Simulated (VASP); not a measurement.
A run of VASP 6.6.1 is set up as follows.

The input INCAR:

```
ALGO     = Normal         # electronic algorithm
EDIFF    = 1E-7           # SCF threshold, eV
ENCUT    = 520            # plane-wave cutoff, eV
GGA      = PE             # functional
ISIF     = 2              # what is computed and relaxed
ISMEAR   = 0              # smearing method
LASPH    = True           # aspherical terms in the spheres
LCHARG   = False          # write CHGCAR
LREAL    = False          # projectors in reciprocal space
LWAVE    = False          # write WAVECAR
NBANDS   = 11             # bands
NELM     = 60             # most SCF steps
PREC     = Accurate       # precision mode
SIGMA    = 0.05           # smearing width, eV
```

The input KPOINTS:

```
k-points
0
Gamma
  12 12 12
```

File POSCAR:

```
C
1.0
    0.0000000000      1.7389646139      1.8795997496
    1.7389646139      0.0000000000      1.8795997496
    1.7389646139      1.7389646139      0.0000000000
C
2
Direct
    0.5000000000      0.5000000000      0.5000000000
    0.7500000000      0.7500000000      0.7500000000
```

Potentials or basis: VASP PAW PBE potentials, release 64 (C).

Run with:

```sh
$ cat potpaw_PBE.64/C/POTCAR > POTCAR
$ mpirun -np 1 vasp_std > vasp.out
```

Problem. What does it give for the band gap on the k mesh?

Solution. 3.17 eV, indirect (least direct gap 4.90 eV).

Problem. Predict the pressure.

Solution. 1.7 GPa.

Stress tensor (GPa, compression positive):
```
 27.62   0.00   0.00
  0.00  27.62   0.00
  0.00   0.00 -50.15
```

Caveat: the cell differs from its parent crystal (strain +e along x and -e along y +0.0000, strain +e along z and -e/2 along x and y +0.0525). A k mesh can miss the band edges.
